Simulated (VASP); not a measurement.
# InP (Fmmm) in VASP: single point with PBE

Aim: the single point of InP with PBE.

Program: VASP 6.6.1. These are calculated values, not measurements. Logs are shortened: lines on timing, memory, paths and dates and some standing lists are left out, and cuts for length are marked.

### Step 1. The cell of the first run

The structure is orthorhombic, space group Fmmm (No. 69). Conventional cell: a = 5.467 Å, b = 5.503 Å, c = 5.651 Å, α = 90.00°, β = 90.00°, γ = 90.00°. In (site symmetry mmm) has 6 P at 2.73 to 2.83 Å within 3.6 Å. P (site symmetry mmm) has 6 In at 2.73 to 2.83 Å within 3.6 Å.

### Step 2. Single point, PBE

INCAR

```
SYSTEM = InP
ALGO = Normal
EDIFF = 1E-7
ENCUT = 520
GGA = PE
ISIF = 2
ISMEAR = 0
LASPH = .TRUE.
LCHARG = .FALSE.
LREAL = .FALSE.
LWAVE = .FALSE.
NBANDS = 16
NELM = 100
PREC = Accurate
SIGMA = 0.15
```

KPOINTS

```
k-points
0
G
  18 18 18
  0 0 0
```

POSCAR

```
InP
1.0
    0.0000000000      2.8254251149      2.7333172811
    2.7517388478      0.0000000000      2.7333172811
    2.7517388478      2.8254251149      0.0000000000
In P
1 1
Direct
    0.0000000000      0.0000000000      0.0000000000
    0.5000000000      0.5000000000      0.5000000000
```

Potentials or basis: VASP PAW PBE potentials, release 64 (In_d, P).

The run is started by

```console
cat potpaw_PBE.64/In_d/POTCAR potpaw_PBE.64/P/POTCAR > POTCAR
mpirun -np 1 vasp_std > vasp.out
```

OUTCAR:

```text
SYSTEM = InP
   EDIFF = 1E-7
   ENCUT = 520
   GGA = PE
   ISIF = 2
   ISMEAR = 0
   LASPH = .TRUE.
   LREAL = .FALSE.
   NELM = 100
   PREC = Accurate

 ion  position               nearest neighbor table
   1  0.000  0.000  0.000-   2 2.73   2 2.73   2 2.75   2 2.75   2 2.83   2 2.83
   2  0.500  0.500  0.500-   1 2.73   1 2.73   1 2.75   1 2.75   1 2.83   1 2.83

  LATTYP: Found a face centered orthorhombic cell.
 ALAT       =     5.4666345622
 B/A-ratio  =     1.0067396372
 C/A-ratio  =     1.0336981859

  Lattice vectors:

 A1 = (   2.7517388478,   2.8254251149,   0.0000000000)
 A2 = (   0.0000000000,   2.8254251149,   2.7333172811)
 A3 = (   2.7517388478,   0.0000000000,   2.7333172811)

Analysis of symmetry for initial positions (statically):
=====================================================================
 Subroutine PRICEL returns:
 Original cell was already a primitive cell.

 Routine SETGRP: Setting up the symmetry group for a
 face centered orthorhombic supercell.

 Subroutine GETGRP returns: Found  8 space group operations
 (whereof  8 operations were pure point group operations)
 out of a pool of  8 trial point group operations.

The static configuration has the point symmetry D_2h.

Analysis of symmetry for dynamics (positions and initial velocities):
=====================================================================
 Subroutine PRICEL returns:
 Original cell was already a primitive cell.

 Routine SETGRP: Setting up the symmetry group for a
 face centered orthorhombic supercell.

 Subroutine GETGRP returns: Found  8 space group operations
 (whereof  8 operations were pure point group operations)
 out of a pool of  8 trial point group operations.

The dynamic configuration has the point symmetry D_2h.

 Subroutine INISYM returns: Found  8 space group operations
 (whereof  8 operations are pure point group operations),
 and found     1 'primitive' translations

----------------------------------------------------------------------------------------

                                     Primitive cell

  volume of cell :      42.5022

  direct lattice vectors                    reciprocal lattice vectors
     0.000000000  2.825425115  2.733317281    -0.181703289  0.176964520  0.182927904
     2.751738848  0.000000000  2.733317281     0.181703289 -0.176964520  0.182927904
[... 77 lines left out ...]
   ISTART =      0    job   : 0-new  1-cont  2-samecut
   ICHARG =      2    charge: 1-file 2-atom 10-const
   ISPIN  =      1    spin polarized calculation?
   LNONCOLLINEAR =      F non collinear calculations
   LSORBIT =      F    spin-orbit coupling
   LASPH  =      T    aspherical Exc in radial PAW
   ENCUT  =  520.0 eV  38.22 Ry    6.18 a.u.   7.31  7.21  7.33*2*pi/ulx,y,z
   NELM   =    100;   NELMIN=  2; NELMDL= -5     # of ELM steps
   EDIFF  = 0.1E-06   stopping-criterion for ELM
   LREAL  =      F    real-space projection
   EDIFFG = 0.1E-05   stopping-criterion for IOM
   NSW    =      0    number of steps for IOM
   IBRION =     -1    ionic relax: 0-MD 1-quasi-New 2-CG
   NFREE  =      0    steps in history (QN), initial steepest desc. (CG)
   ISIF   =      2    stress and relaxation
   ISYM   =      2    0-nonsym 1-usesym 2-fastsym
   POTIM  = 0.5000    time-step for ionic-motion
   TEBEG  =    0.0;   TEEND  =   0.0 temperature during run
   PSTRESS=    0.0 pullay stress
   NELECT =      18.0000    total number of electrons
   NUPDOWN=      -1.0000    fix difference up-down
   EMIN   =  10.00;   EMAX   =-10.00  energy-range for DOS
   EFERMI =   0.00;   METHOD = LEGACY
   ISMEAR =     0;   SIGMA  =   0.15  broadening in eV -4-tet -1-fermi 0-gaus
   EFERMI_NEDOS =   21; number of points for ismear=-14 and -15
   IALGO  =     38    algorithm
   IMIX   =      4    mixing-type and parameters
     AMIX     =   0.40;   BMIX     =  1.00
     AMIX_MAG =   1.60;   BMIX_MAG =  1.00
  volume/ion in A,a.u.               =      21.25       143.41
  Fermi-wavevector in a.u.,A,eV,Ry     =   1.229406  2.323240 20.564376  1.511439
  Thomas-Fermi vector in A             =   2.364294
   LORBIT       =      0    0 simple, 1 ext, 2 COOP (PROOUT), +10 PAW based schemes
   GGA     = PE    functional components
   LHFCALC =     F    Hartree Fock is set to
   AEXX    =    0.0000 exact exchange contribution
   IVDW    =     0    specifies the selected vdW correction
   LEPSILON=     F    determine dielectric tensor
   LRPA    =     F    only Hartree local field effects (RPA)
 non-spin polarized calculation
 Gauss-broadening in eV      SIGMA  =   0.15
  energy-cutoff  :      520.00
  volume of cell :       42.50
 maximum number of plane-waves:      1168
 NGX is ok and might be reduce to    30
   NGX = 15   NGY = 15   NGZ = 15

 number of electron      18.0000006 magnetization

 Free energy of the ion-electron system (eV)
  ---------------------------------------------------
  ext. energy  EPLUGINS =         0.00000000
  ---------------------------------------------------
  free energy    TOTEN  =        -7.91291916 eV

  energy without entropy =       -7.89922205  energy(sigma->0) =       -7.90607061

 E-fermi :   7.0276     XC(G=0): -10.3899

 val. band max:        7.0261276511   @ k =  -0.1667   0.2778   0.3333
 cond. band min:       7.0283498863   @ k =   0.2778   0.1111   0.1667
 fundamental gap:      0.0022222352
 Fermi energy:         7.0275677280

 k-point     1 :       0.0000    0.0000    0.0000
  band No.  band energies     occupation
      1      -7.1959      2.00000
      2      -7.1928      2.00000
      3      -7.1821      2.00000
      4      -7.1684      2.00000
      5      -7.1650      2.00000
      6      -4.9798      2.00000
[... 433 lines left out ...]
      3      -7.1753      2.00000
      4      -7.1404      2.00000
      5      -7.1295      2.00000
      6      -4.2468      2.00000
[... 8 lines left out ...]
     15      15.6776      0.00000
     16      16.3809      0.00000

 [... further k-points ...]
[... 5 lines left out ...]
  --------------------------------------------------------------------------------------
  -------------------------------------------------------------------------------------
  Total        0.1819010     -0.4946968      0.4054598      0.0000000      0.0000000      0.0000000
  in kB        6.8570058    -18.6482727     15.2843630      0.0000000      0.0000000      0.0000000
  external PRESSURE =       1.1643654 kB  Pullay stress =       0.0000000 kB

 VOLUME and BASIS-vectors are now :
 -----------------------------------------------------------------------------
  energy-cutoff  :      520.00
  volume of cell :       42.50
      direct lattice vectors                 reciprocal lattice vectors
     0.000000000  2.825425115  2.733317281    -0.181703289  0.176964520  0.182927904
     2.751738848  0.000000000  2.733317281     0.181703289 -0.176964520  0.182927904
     2.751738848  2.825425115  0.000000000     0.181703289  0.176964520 -0.182927904

 POSITION                                       TOTAL-FORCE (eV/Angst)
 -----------------------------------------------------------------------------------
      0.00000      0.00000      0.00000         0.000000      0.000000     -0.000000
      2.75174      2.82543      2.73332         0.000000     -0.000000      0.000000
 -----------------------------------------------------------------------------------
    total drift:                               -0.000000      0.000000      0.000000

  FREE ENERGIE OF THE ION-ELECTRON SYSTEM (eV)
  ---------------------------------------------------
  free  energy   TOTEN  =        -7.9129191645 eV

  energy  without entropy=       -7.8992220472  energy(sigma->0) =       -7.90607061
```

OSZICAR:

```text
N       E                     dE             d eps       ncg     rms          rms(c)
DAV:   1     0.108907175113E+03    0.10891E+03   -0.84978E+03 27960   0.132E+03
DAV:   2    -0.146763262313E+01   -0.11037E+03   -0.10550E+03 31032   0.307E+02
DAV:   3    -0.805785889583E+01   -0.65902E+01   -0.65028E+01 36584   0.711E+01
DAV:   4    -0.821512493904E+01   -0.15727E+00   -0.15719E+00 34792   0.112E+01
DAV:   5    -0.822245851569E+01   -0.73336E-02   -0.73334E-02 41816   0.216E+00    0.476E+00
DAV:   6    -0.792213419268E+01    0.30032E+00   -0.53646E-01 42024   0.121E+01    0.273E+00
DAV:   7    -0.791308656793E+01    0.90476E-02   -0.78105E-02 40192   0.229E+00    0.118E+00
DAV:   8    -0.791281097622E+01    0.27559E-03   -0.62585E-03 36032   0.990E-01    0.135E-01
DAV:   9    -0.791288843589E+01   -0.77460E-04   -0.45372E-04 42776   0.336E-01    0.802E-02
DAV:  10    -0.791290647420E+01   -0.18038E-04   -0.40063E-05 36736   0.539E-02    0.400E-02
DAV:  11    -0.791291845835E+01   -0.11984E-04   -0.12277E-05 36336   0.259E-02    0.760E-03
DAV:  12    -0.791291926079E+01   -0.80244E-06   -0.17093E-06 35488   0.196E-02    0.594E-03
DAV:  13    -0.791291916454E+01    0.96256E-07   -0.95634E-08 27744   0.301E-03
   1 F= -.79129192E+01 E0= -.79060706E+01  d E =-.136971E-01
```

It took 4.4 min on 1 thread of AMD EPYC 9R45 (Zen 5), shared host; peak memory 0.61 GiB.

Results:

```yaml
Free_energy: -7.9129 eV
Pressure: 0.1 GPa
Band_gap_on_the_k_mesh: zero (band 9 reaches 7.37 eV, above the bottom of band 10 at 4.80 eV)
```

Stress tensor (GPa, compression positive):
```
 0.69  0.00  0.00
 0.00 -1.86  0.00
 0.00  0.00  1.53
```

Caveat: the cell differs from its parent crystal (strain +e along x and -e along y -0.0133, strain +e along z and -e/2 along x and y -0.0133); spin-orbit coupling is left out, which moves the levels of the heavy elements.
